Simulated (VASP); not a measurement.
Runs of VASP 6.6.1 on As. The structure is that of space group P6/mmm (No. 191), or close to it. The cells are those of the table. This isn't the form of As at room conditions, which is rhombohedral.

```tsv
level	cell	k mesh	grid for exact exchange (PRECFOCK)	share of exact exchange	screening parameter	gap on the mesh (eV)	pressure (GPa)	largest force (eV/Å)
PBE-based screened hybrid with 20 % exact exchange	a = 4.566, b = 4.566, c = 2.834 Å, angles 90.0, 90.0, 120.0°, 2 atoms	4 × 4 × 5	Normal	0.2	0.2 1/Å	none	-2.6	-
HF	a = 4.502, b = 4.502, c = 2.890 Å, angles 90.0, 90.0, 120.0°, 2 atoms	4 × 4 × 5	Normal	1	-	none	-2.0	-
PBE-based screened hybrid with 5 % exact exchange	a = 4.566, b = 4.566, c = 2.834 Å, angles 90.0, 90.0, 120.0°, 2 atoms	4 × 4 × 5	Normal	0.05	0.2 1/Å	none	-1.0	-
PBE	a = 4.566, b = 4.566, c = 2.947 Å, angles 90.0, 90.0, 120.0°, 2 atoms	6 × 6 × 8	-	-	-	none	(a)	-
PBE0	a = 4.417, b = 4.417, c = 2.894 Å, angles 90.0, 90.0, 120.0°, 2 atoms	4 × 4 × 5	Normal	0.25	-	none	(b)	-
PBE	a = 4.566, b = 4.566, c = 2.890 Å, angles 90.0, 90.0, 120.0°, 2 atoms	6 × 6 × 8	-	-	-	none	-0.7	-
r2SCAN0	a = 4.566, b = 4.566, c = 2.834 Å, angles 90.0, 90.0, 120.0°, 2 atoms	4 × 4 × 5	Normal	0.25	-	none	-4.3	0.13
HSE06	a = 4.446, b = 4.446, c = 2.866 Å, angles 90.0, 90.0, 120.0°, 2 atoms	4 × 4 × 5	Normal	0.25	0.2079 1/Å	none	-0.3	-
PBEsol-based global hybrid with 25 % exact exchange	a = 4.379, b = 4.379, c = 2.865 Å, angles 90.0, 90.0, 120.0°, 2 atoms	4 × 4 × 5	Normal	0.25	-	none	-0.3	-
PBEsol-based screened hybrid with 25 % exact exchange	a = 4.408, b = 4.408, c = 2.840 Å, angles 90.0, 90.0, 120.0°, 2 atoms	4 × 4 × 5	Normal	0.25	0.207 1/Å	none	-0.3	-
PBE0	a = 4.566, b = 4.566, c = 2.834 Å, angles 90.0, 90.0, 120.0°, 2 atoms	4 × 4 × 5	Normal	0.25	-	none	-3.4	0.13
PBE-based screened hybrid with 10 % exact exchange	a = 4.566, b = 4.566, c = 2.834 Å, angles 90.0, 90.0, 120.0°, 2 atoms	4 × 4 × 5	Normal	0.1	0.2 1/Å	none	-1.5	-
```

Alike in all rows: task single point; potentials or basis VASP PAW PBE potentials, release 64 (As); no spin polarisation; cutoff (eV) 520; smearing fermi-dirac 0.05 eV.

Q: Fill in the values left out.

A: (a) -1.4; (b) -0.4.

Caveats: some runs use coarse meshes; the PAW data sets were made with another functional, which shifts forces and pressure a little (at least some runs).

A k mesh can miss the band edges, and the runs leave out spin-orbit coupling on As.

A gap of «none» marks levels without a gap at the run's occupations.
